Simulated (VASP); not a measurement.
Here is a VASP 6.6.1 calculation.

Contents of INCAR:

```
ALGO = Normal ; EDIFF = 1E-6
ENCUT = 520 ; GGA = PE
ISIF = 2 ; ISMEAR = -1
LASPH = T ; LCHARG = F
LREAL = F ; LWAVE = F
NBANDS = 16 ; NELM = 80
PREC = Accurate ; SIGMA = 0.02
```

KPOINTS

```
k-points
0
Gamma
  6 6 6
```

File POSCAR:

```
CdTe
1.0
    0.0000000000      3.0443556749      3.0443556749
    3.0443556749      0.0000000000      3.0443556749
    3.0443556749      3.0443556749      0.0000000000
Cd Te
1 1
Direct
    0.0000000000      0.0000000000      0.0000000000
    0.5000000000      0.5000000000      0.5000000000
```

Potentials or basis: VASP PAW PBE potentials, release 64 (Cd, Te).

Command:

```console
$ cat potpaw_PBE.64/Cd/POTCAR potpaw_PBE.64/Te/POTCAR > POTCAR
$ mpirun -np 1 vasp_std > vasp.out
```

Q: Predict the pressure.

A: 1.1 GPa.

Q: Predict the band gap on the k mesh.

A: Zero (band 9 reaches 4.10 eV, above the bottom of band 10 at 2.73 eV).

Caveat: spin-orbit coupling is left out, which moves the levels of the heavy elements.
